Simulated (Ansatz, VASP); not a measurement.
Two plane-wave programs on RbBr

File POSCAR:

```
RbBr
1.0
    0.0023070000      3.3815360000      3.4758630000
    3.4300270000     -0.0210430000      3.4992130000
    3.4350140000      3.4098730000     -0.0260300000
Rb Br
1 1
Direct
    0.9600070000      0.9886170000      0.0484500000
    0.5309660000      0.4719700000      0.4898850000
```

INCAR.step1

```
PREC = Accurate ; ENCUT = 520
ISMEAR = -5 ; SIGMA = 0.1
LREAL = False ; LASPH = True
NELM = 60 ; NBANDS = 15
GGA = PE ; ALGO = Normal
EDIFF = 1E-4 ; LWAVE = True
LCHARG = False
```

Contents of INCAR.step2:

```
PREC = Accurate ; ENCUT = 520
EDIFF = 1E-6 ; ISMEAR = -5
SIGMA = 0.1 ; LREAL = False
LASPH = True ; NELM = 60
ALGO = Normal ; ISIF = 2
LWAVE = False ; LCHARG = True
METAGGA = R2SCAN ; LMIXTAU = True
LELF = True ; LVHAR = True
NBANDS = 15 ; ISTART = 1
```

File KPOINTS:

```
Automatic mesh
0
Gamma
  5 5 5
```

Input for Ansatz:

```yaml
crystal:
  lattice:
    - [0.002307, 3.381536, 3.475863]
    - [3.430027, -0.021043, 3.499213]
    - [3.435014, 3.409873, -0.02603]
  atoms:
    - { symbol: Rb, position: [0.960007, 0.988617, 0.04845] }
    - { symbol: Br, position: [0.530966, 0.47197, 0.489885] }
kpoints:
  mp_grid: { grid: [5, 5, 5], shift: [0.0, 0.0, 0.0] }
magnetization:
  spin_polarized: false
scf:
  occupations: { method: tetrahedron }
  lower_state_search: "off"
  max_iter: 200
hamiltonian:
  pseudopotentials: { kind: paw }
  xc: r2scan
basis:
  ecutwfc: 500
  fft_grid_basis: typed
output:
  forces: true
  stress: true
  eigenvalues: true
  bader: true
  populations: true
  elf: true
  write_potential: true
  volumetric_format: npy
  dos:
    e_range: [-12, 8]
    de: 0.05
    projected: { site_lists: { Br: [Br], Rb: [Rb] } }
checkpoint:
  read: saved_state
```

Alike in both runs: task single point; functional r2SCAN; k mesh 5 × 5 × 5; occupations tetrahedron; no spin polarisation.

|  | VASP | Ansatz |
| --- | --- | --- |
| version | VASP 6.6.1 | Ansatz 0.2.0 |
| potentials or method | VASP PAW PBE potentials, release 64 (Rb_sv, Br), cutoff 520 eV | PAW plane waves |
| valence electrons in the cell | 16 | 16 |

|  | VASP | Ansatz | Ansatz less VASP |
| --- | --- | --- | --- |
| gap on the k mesh at the Fermi level (eV) | 4.94 | 4.94 | +0.001 |
| pressure (GPa) | 0.8 | 0.7 | -0.03 |
| traceless stress, the component that is largest in VASP (GPa) | 0.80 | 0.79 | -0.009 |
| rms of the force components (eV/Å) | 0.254 | 0.251 | -0.0023 |

VASP's potentials were made for PBE, not for r2SCAN. Atom by atom the forces differ by 0.002 eV/Å (rms over components). Ansatz's warnings: band table not solved further, product built on unsolved table, tetrahedron derivatives may miss energy slope.
